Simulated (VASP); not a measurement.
# TiO2 (I4_1/amd) in VASP: a series of runs

Runs on TiO2. Level: PBE+U. Tasks: single point.

Everything below comes from runs of VASP 6.6.1. Logs are shortened: lines on timing, memory, paths and dates and some standing lists are left out, and cuts for length are marked.

## (1) The cell of the first run

The structure is tetragonal, space group I4_1/amd (No. 141). The conventional cell has a = 3.761 Å, b = 3.761 Å, c = 9.978 Å, α = 90.00°, β = 90.00°, γ = 90.00°. Within 2.6 Å of Ti (site symmetry -4m2) lie 6 O at 1.94 to 2.02 Å. Within 2.6 Å of O (site symmetry 2mm) lie 3 Ti at 1.94 to 2.02 Å and 2 O at 2.44 Å.

## (2) Single point, PBE+U

File INCAR:

```
  PREC = Accurate
  ENCUT = 520
  EDIFF = 1E-6
  ISMEAR = 0
  SIGMA = 0.02
  LREAL = False
  LASPH = True
  NELM = 150
  ALGO = Normal
  ISIF = 2
  LWAVE = False
  LCHARG = False
  LMAXMIX = 4
  LDAU = True
  LDAUTYPE = 2
  LDAUL = 2 -1
  LDAUU = 4 0
  LDAUJ = 0 0
  LDAUPRINT = 1
  GGA = PE
  NBANDS = 60
```

File KPOINTS:

```
Automatic mesh
0
Gamma
  6 6 4
```

File POSCAR:

```
TiO2
1.0
    3.7607306762      0.0000000000      0.0000000000
    0.0000000000      3.7607306762      0.0000000000
    0.0000000000      0.0000000000      9.9777726344
Ti O
4 8
Direct
    0.0000000000      0.0000000000      0.0000000000
    0.0000000000      0.5000000000      0.2500000000
    0.5000000000      0.5000000000      0.5000000000
    0.5000000000      0.0000000000      0.7500000000
    0.0000000000      0.5000000000      0.4529448684
    0.0000000000      0.0000000000      0.2029448684
    0.0000000000      0.5000000000      0.0470551316
    0.5000000000      0.5000000000      0.2970551316
    0.5000000000      0.0000000000      0.9529448684
    0.5000000000      0.5000000000      0.7029448684
    0.5000000000      0.0000000000      0.5470551316
    0.0000000000      0.0000000000      0.7970551316
```

Potentials or basis: VASP PAW PBE potentials, release 64 (Ti_sv, O).

Command:

```bash
$ cat potpaw_PBE.64/Ti_sv/POTCAR potpaw_PBE.64/O/POTCAR > POTCAR
$ mpirun -np 1 vasp_std > vasp.out
```

OUTCAR:

```text
PREC = Accurate
   ENCUT = 520
   EDIFF = 1E-6
   ISMEAR = 0
   LREAL = False
   LASPH = True
   NELM = 150
   ISIF = 2
   GGA = PE

 ion  position               nearest neighbor table
   1  0.000  0.000  0.000-   7 1.94   9 1.94   7 1.94   9 1.94   6 2.02  12 2.02
   2  0.000  0.500  0.250-   6 1.94   8 1.94   6 1.94   8 1.94   7 2.02   5 2.02
   3  0.500  0.500  0.500-   5 1.94  11 1.94  11 1.94   5 1.94  10 2.02   8 2.02
   4  0.500  0.000  0.750-  10 1.94  12 1.94  10 1.94  12 1.94  11 2.02   9 2.02
   5  0.000  0.500  0.453-   3 1.94   3 1.94   2 2.02
   6  0.000  0.000  0.203-   2 1.94   2 1.94   1 2.02
   7  0.000  0.500  0.047-   1 1.94   1 1.94   2 2.02
   8  0.500  0.500  0.297-   2 1.94   2 1.94   3 2.02
   9  0.500  0.000  0.953-   1 1.94   1 1.94   4 2.02
  10  0.500  0.500  0.703-   4 1.94   4 1.94   3 2.02
  11  0.500  0.000  0.547-   3 1.94   3 1.94   4 2.02
  12  0.000  0.000  0.797-   4 1.94   4 1.94   1 2.02

  LATTYP: Found a simple tetragonal cell.
 ALAT       =     3.7607306762
 C/A-ratio  =     2.6531473518

  Lattice vectors:

 A1 = (   3.7607306762,   0.0000000000,   0.0000000000)
 A2 = (   0.0000000000,   3.7607306762,   0.0000000000)
 A3 = (   0.0000000000,   0.0000000000,   9.9777726344)

Analysis of symmetry for initial positions (statically):
=====================================================================
 Subroutine PRICEL returns following result:

  LATTYP: Found a body centered tetragonal cell.
 ALAT       =     3.7607306762
 C/A-ratio  =     2.6531473518

  Lattice vectors:

 A1 = (  -1.8803653381,   1.8803653381,   4.9888863172)
 A2 = (   1.8803653381,  -1.8803653381,   4.9888863172)
 A3 = (   1.8803653381,   1.8803653381,  -4.9888863172)

   2 primitive cells build up your supercell.

 Routine SETGRP: Setting up the symmetry group for a
 simple tetragonal supercell.
[... 182 lines left out ...]

atom =   1  type =  1  l = 2

 onsite density matrix

spin component  1
[... 116 lines left out ...]
  o =  0.1033  v =  0.0000  0.9863  0.0000 -0.1648  0.0000  0.0000  0.0000  0.0000  0.0000  0.0000      0.0000  0.0000  0.0000  0.0000  0.0000  0.0000  0.0000  0.0000  0.0000  0.0000
  o =  0.1033  v =  0.0000  0.0000  0.0000  0.0000  0.0000  0.0000  0.9863  0.0000 -0.1648  0.0000      0.0000  0.0000  0.0000  0.0000  0.0000  0.0000  0.0000  0.0000  0.0000  0.0000
  o =  0.1033  v =  0.0000  0.1648  0.0000  0.9863 -0.0000  0.0000  0.0000  0.0000  0.0000  0.0000      0.0000  0.0000  0.0000  0.0000  0.0000  0.0000  0.0000  0.0000  0.0000  0.0000
  o =  0.1033  v =  0.0000  0.0000  0.0000  0.0000  0.0000  0.0000  0.1648  0.0000  0.9863 -0.0000      0.0000  0.0000  0.0000  0.0000  0.0000  0.0000  0.0000  0.0000  0.0000  0.0000
  o =  0.1073  v =  0.0000  0.0000  0.0000  0.0000  0.0000  1.0000  0.0000  0.0000  0.0000  0.0000      0.0000  0.0000  0.0000  0.0000  0.0000  0.0000  0.0000  0.0000  0.0000  0.0000
  o =  0.1073  v =  1.0000  0.0000  0.0000  0.0000  0.0000  0.0000  0.0000  0.0000  0.0000  0.0000      0.0000  0.0000  0.0000  0.0000  0.0000  0.0000  0.0000  0.0000  0.0000  0.0000
  o =  0.2355  v =  0.0000  0.0000  0.0000  0.0000  0.0000  0.0000 -0.0000  1.0000  0.0000  0.0000      0.0000  0.0000  0.0000  0.0000  0.0000  0.0000  0.0000  0.0000  0.0000  0.0000
  o =  0.2355  v =  0.0000 -0.0000  1.0000  0.0000  0.0000  0.0000  0.0000  0.0000  0.0000  0.0000      0.0000  0.0000  0.0000  0.0000  0.0000  0.0000  0.0000  0.0000  0.0000  0.0000
  o =  0.2542  v =  0.0000  0.0000  0.0000 -0.0000 -1.0000  0.0000  0.0000  0.0000  0.0000  0.0000      0.0000  0.0000  0.0000  0.0000  0.0000  0.0000  0.0000  0.0000  0.0000  0.0000
  o =  0.2542  v =  0.0000  0.0000  0.0000  0.0000  0.0000  0.0000  0.0000  0.0000 -0.0000 -1.0000      0.0000  0.0000  0.0000  0.0000  0.0000  0.0000  0.0000  0.0000  0.0000  0.0000

 number of electron      95.9999959 magnetization

 Free energy of the ion-electron system (eV)
  ---------------------------------------------------
  ext. energy  EPLUGINS =         0.00000000
  ---------------------------------------------------
  free energy    TOTEN  =       -96.85508448 eV

  energy without entropy =      -96.85508448  energy(sigma->0) =      -96.85508448

 E-fermi :   3.3427     XC(G=0): -10.5565

 val. band max:        3.2530406413   @ k =   0.3333   0.3333   0.0000
 cond. band min:       6.0985347824   @ k =   0.0000   0.0000   0.0000
 fundamental gap:      2.8454941410
 Fermi energy:         3.3426524455

 k-point     1 :       0.0000    0.0000    0.0000
  band No.  band energies     occupation
      1     -54.1067      2.00000
      2     -54.0859      2.00000
      3     -54.0859      2.00000
      4     -54.0651      2.00000
      5     -30.4680      2.00000
      6     -30.3161      2.00000
[... 1501 lines left out ...]
     59       8.2744      0.00000
     60       8.2744      0.00000

 [... further k-points ...]

------------------------ aborting loop because EDIFF is reached ----------------------------------------

  FORCE on cell =-STRESS in cart. coord.  units (eV):
  Direction    XX          YY          ZZ          XY          YZ          ZX
  --------------------------------------------------------------------------------------
  -------------------------------------------------------------------------------------
  Total        8.1297851      8.1297851      3.0026344      0.0000000      0.0000000     -0.0000000
  in kB       92.3020993     92.3020993     34.0906250      0.0000000      0.0000000     -0.0000000
  external PRESSURE =      72.8982745 kB  Pullay stress =       0.0000000 kB

 VOLUME and BASIS-vectors are now :
 -----------------------------------------------------------------------------
  energy-cutoff  :      520.00
  volume of cell :      141.12
      direct lattice vectors                 reciprocal lattice vectors
     3.760730676  0.000000000  0.000000000     0.265905774  0.000000000  0.000000000
     0.000000000  3.760730676  0.000000000     0.000000000  0.265905774  0.000000000
     0.000000000  0.000000000  9.977772634     0.000000000  0.000000000  0.100222769

 POSITION                                       TOTAL-FORCE (eV/Angst)
 -----------------------------------------------------------------------------------
      0.00000      0.00000      0.00000        -0.000000      0.000000      0.000000
      0.00000      1.88037      2.49444        -0.000000     -0.000000      0.000000
      1.88037      1.88037      4.98889         0.000000      0.000000      0.000000
      1.88037      0.00000      7.48333        -0.000000     -0.000000      0.000000
      0.00000      1.88037      4.51938        -0.000000      0.000000      0.117160
      0.00000      0.00000      2.02494        -0.000000     -0.000000      0.117160
      0.00000      1.88037      0.46951        -0.000000      0.000000     -0.117160
      1.88037      1.88037      2.96395        -0.000000     -0.000000     -0.117160
      1.88037      0.00000      9.50827         0.000000      0.000000      0.117160
      1.88037      1.88037      7.01382         0.000000      0.000000      0.117160
      1.88037      0.00000      5.45839        -0.000000     -0.000000     -0.117160
      0.00000      0.00000      7.95283         0.000000     -0.000000     -0.117160
 -----------------------------------------------------------------------------------
    total drift:                                0.000000      0.000000     -0.000000

  FREE ENERGIE OF THE ION-ELECTRON SYSTEM (eV)
  ---------------------------------------------------
  free  energy   TOTEN  =       -96.8550844841 eV

  energy  without entropy=      -96.8550844841  energy(sigma->0) =      -96.85508448
```

OSZICAR:

```text
N       E                     dE             d eps       ncg     rms          rms(c)
DAV:   1     0.153145352918E+04    0.15315E+04   -0.47551E+04  3600   0.186E+03
DAV:   2     0.180115297347E+03   -0.13513E+04   -0.12828E+04  3708   0.580E+02
DAV:   3    -0.113769534498E+03   -0.29388E+03   -0.28683E+03  4560   0.242E+02
DAV:   4    -0.134599155920E+03   -0.20830E+02   -0.20777E+02  5376   0.697E+01
DAV:   5    -0.135760142058E+03   -0.11610E+01   -0.11605E+01  5528   0.127E+01    0.449E+01
DAV:   6    -0.960767642286E+02    0.39683E+02   -0.21139E+02  5244   0.992E+01    0.149E+01
DAV:   7    -0.968409388389E+02   -0.76417E+00   -0.23846E+01  4960   0.234E+01    0.956E+00
DAV:   8    -0.969577206345E+02   -0.11678E+00   -0.45185E+00  4788   0.139E+01    0.398E+00
DAV:   9    -0.968381382317E+02    0.11958E+00   -0.14625E+00  4892   0.853E+00    0.182E+00
DAV:  10    -0.968735928919E+02   -0.35455E-01   -0.44331E-01  5052   0.330E+00    0.103E+00
DAV:  11    -0.968546821383E+02    0.18911E-01   -0.11204E-01  4584   0.178E+00    0.165E-01
DAV:  12    -0.968552022371E+02   -0.52010E-03   -0.40452E-03  4524   0.391E-01    0.101E-01
DAV:  13    -0.968550826337E+02    0.11960E-03   -0.53820E-04  4948   0.116E-01    0.325E-02
DAV:  14    -0.968550840531E+02   -0.14194E-05   -0.11148E-04  5172   0.786E-02    0.220E-02
DAV:  15    -0.968550845315E+02   -0.47837E-06   -0.29317E-05  4988   0.398E-02    0.408E-03
DAV:  16    -0.968550844841E+02    0.47423E-07   -0.10871E-06  2508   0.646E-03
   1 F= -.96855084E+02 E0= -.96855084E+02  d E =-.602049E-12
```

stdout:

```text
POSCAR found type information on POSCAR TiO
 POSCAR found :  2 types and      12 ions
 scaLAPACK will be used
 LDA part: xc-table for (Slater+PW92), standard interpolation
 POSCAR, INCAR and KPOINTS ok, starting setup
 FFT: planning ... GRIDC
 FFT: planning ... GRID_SOFT
 FFT: planning ... GRID
 WAVECAR not read
 entering main loop
```

It took 3.8 min on 1 thread of Intel Xeon Platinum 8375C at 2.90GHz (Ice Lake), shared host; peak memory 0.34 GiB.

What came out:

* Free energy: -96.8551 eV
* Pressure: 7.3 GPa
* Largest force: 0.117 eV/Å
* Band gap on the k mesh: 2.85 eV

Forces on the atoms (eV/Å):
```
Ti   0.000  0.000  0.000
Ti   0.000  0.000  0.000
Ti   0.000  0.000  0.000
Ti   0.000  0.000  0.000
O    0.000  0.000  0.117
O    0.000  0.000  0.117
O    0.000  0.000 -0.117
O    0.000  0.000 -0.117
O    0.000  0.000  0.117
O    0.000  0.000  0.117
O    0.000  0.000 -0.117
O    0.000  0.000 -0.117
```

Levels at points of the mesh, in eV from the valence-band top:
```tsv
k point	band 45	band 46	band 47	band 48	band 49	band 50	band 51	band 52
(0.00, 0.00, 0.00)	-0.30	-0.30	-0.01	-0.01	2.85	3.14	3.14	3.46
(0.50, 0.00, 0.00)	-0.81	-0.81	-0.69	-0.69	3.98	3.98	4.01	4.01
(0.50, 0.50, 0.00)	-0.03	-0.03	-0.03	-0.03	3.74	3.74	3.74	3.74
(0.00, 0.00, 0.50)	-0.12	-0.12	-0.12	-0.12	2.93	2.93	3.36	3.36
(0.50, 0.00, 0.50)	-0.75	-0.75	-0.65	-0.65	3.88	3.88	3.98	3.98
(0.50, 0.50, 0.50)	-0.19	-0.19	-0.19	-0.19	3.96	3.96	3.96	3.96
```

Eigenvalues of the final occupation matrices:
| site | spin | trace | eigenvalues |
| --- | --- | --- | --- |
| site 1 d | 1 | 0.80 | 0.10 0.10 0.11 0.24 0.25 |
| site 1 d | 2 | 0.80 | 0.10 0.10 0.11 0.24 0.25 |
| site 2 d | 1 | 0.80 | 0.10 0.10 0.11 0.24 0.25 |
| site 2 d | 2 | 0.80 | 0.10 0.10 0.11 0.24 0.25 |
| site 3 d | 1 | 0.80 | 0.10 0.10 0.11 0.24 0.25 |
| site 3 d | 2 | 0.80 | 0.10 0.10 0.11 0.24 0.25 |
| site 4 d | 1 | 0.80 | 0.10 0.10 0.11 0.24 0.25 |
| site 4 d | 2 | 0.80 | 0.10 0.10 0.11 0.24 0.25 |

Caveat: the stress differs along the axes, from 3 to 9 GPa. A k mesh can miss the band edges.

## (3) Single point, PBE+U

This run uses another cell than the first one, of 12.41 Å³/atom.

INCAR is that of step 2.

File KPOINTS:

```
regular mesh
0
Gamma
  6 6 4
```

File POSCAR:

```
TiO2
1.0
    3.8180006865      0.0000000000      0.0000000000
    0.0000000000      3.8180006865      0.0000000000
    0.0000000000      0.0000000000     10.2149929853
Ti O
4 8
Direct
    0.0000000000      0.0000000000      0.0000000000
    0.0000000000      0.5000000000      0.2500000000
    0.5000000000      0.5000000000      0.5000000000
    0.5000000000      0.0000000000      0.7500000000
    0.0000000000      0.5000000000      0.4507902472
    0.0000000000      0.0000000000      0.2007902472
    0.0000000000      0.5000000000      0.0492097528
    0.5000000000      0.5000000000      0.2992097528
    0.5000000000      0.0000000000      0.9507902472
    0.5000000000      0.5000000000      0.7007902472
    0.5000000000      0.0000000000      0.5492097528
    0.0000000000      0.0000000000      0.7992097528
```

Potentials or basis: VASP PAW PBE potentials, release 64 (Ti_sv, O).

Command:

```bash
$ cat potpaw_PBE.64/Ti_sv/POTCAR potpaw_PBE.64/O/POTCAR > POTCAR
$ mpirun -np 1 vasp_std > vasp.out
```

Run time: 8.4 min. Hardware: 1 thread of Intel Xeon Platinum 8375C at 2.90GHz (Ice Lake), shared host; peak memory 0.35 GiB.

Results (log left out):

```yaml
Free_energy: -96.9168 eV
Pressure: -2.9 GPa
Largest_force: 0.111 eV/Å
Band_gap_on_the_k_mesh: 2.73 eV
```

Forces on the atoms (eV/Å):
```
Ti   0.000  0.000  0.000
Ti   0.000  0.000  0.000
Ti   0.000  0.000  0.000
Ti   0.000  0.000  0.000
O    0.000  0.000  0.111
O    0.000  0.000  0.111
O    0.000  0.000 -0.111
O    0.000  0.000 -0.111
O    0.000  0.000  0.111
O    0.000  0.000  0.111
O    0.000  0.000 -0.111
O    0.000  0.000 -0.111
```

Stress tensor (GPa, compression positive):
```
-1.45  0.00  0.00
 0.00 -1.45  0.00
 0.00  0.00 -5.75
```

Levels at points of the mesh, in eV from the valence-band top:
```tsv
k point	band 46	band 47	band 48	band 49	band 50	band 51
(0.00, 0.00, 0.00)	-0.24	0.00	0.00	2.73	2.99	2.99
(0.50, 0.00, 0.00)	-0.82	-0.60	-0.60	3.69	3.69	3.79
(0.50, 0.50, 0.00)	-0.07	-0.07	-0.07	3.48	3.48	3.48
(0.00, 0.00, 0.50)	-0.10	-0.10	-0.10	2.81	2.81	3.18
(0.50, 0.00, 0.50)	-0.66	-0.64	-0.64	3.67	3.67	3.75
(0.50, 0.50, 0.50)	-0.22	-0.22	-0.22	3.69	3.69	3.69
```

Eigenvalues of the final occupation matrices:
| site | spin | trace | eigenvalues |
| --- | --- | --- | --- |
| site 1 d | 1 | 0.77 | 0.10 0.10 0.10 0.23 0.24 |
| site 1 d | 2 | 0.77 | 0.10 0.10 0.10 0.23 0.24 |
| site 2 d | 1 | 0.77 | 0.10 0.10 0.10 0.23 0.24 |
| site 2 d | 2 | 0.77 | 0.10 0.10 0.10 0.23 0.24 |
| site 3 d | 1 | 0.77 | 0.10 0.10 0.10 0.23 0.24 |
| site 3 d | 2 | 0.77 | 0.10 0.10 0.10 0.23 0.24 |
| site 4 d | 1 | 0.77 | 0.10 0.10 0.10 0.23 0.24 |
| site 4 d | 2 | 0.77 | 0.10 0.10 0.10 0.23 0.24 |

A k mesh can miss the band edges.

[end of part 1 of 3]
